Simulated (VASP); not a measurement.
A run of VASP 6.6.1 is set up as follows.

File INCAR:

```
SYSTEM = NbP
PREC = Accurate ; ENCUT = 520
EDIFF = 1E-6 ; ISMEAR = -1
SIGMA = 0.05 ; LREAL = .False.
LASPH = .True. ; NELM = 100
ALGO = Normal ; ISIF = 2
LWAVE = .False. ; LCHARG = .False.
GGA = PS ; NBANDS = 26
```

Contents of KPOINTS:

```
regular mesh
0
Gamma
  11 11 11
  0 0 0
```

The input POSCAR:

```
NbP
1.0
   -1.6600997341      1.6600997341      5.6462208386
    1.6600997341     -1.6600997341      5.6462208386
    1.6600997341      1.6600997341     -5.6462208386
Nb P
2 2
Direct
    0.2501962396      0.7501962396      0.5000000000
    0.5001962396      0.5001962396      0.0000000000
    0.8324323304      0.3324323304      0.5000000000
    0.0824323304      0.0824323304      0.0000000000
```

Potentials or basis: VASP PAW PBE potentials, release 64 (Nb_sv, P).

The run is started by

```bash
$ cat potpaw_PBE.64/Nb_sv/POTCAR potpaw_PBE.64/P/POTCAR > POTCAR
$ mpirun -np 1 vasp_std > vasp.out
```

Task: Predict the largest force.

Result: 0.005 eV/Å.

Task: Estimate the band gap on the k mesh.

Result: 0.06 eV (least direct gap 0.08 eV).

Task: Predict the pressure.

Result: -0.3 GPa.

Forces on the atoms (eV/Å):
```
Nb   0.000  0.000 -0.005
Nb   0.000  0.000 -0.005
P    0.000  0.000  0.005
P    0.000  0.000  0.005
```

Caveat: semilocal functionals underestimate gaps, and a narrow one can read as zero; the PAW data sets were made with another functional, which shifts forces and pressure a little. A k mesh can miss the band edges.
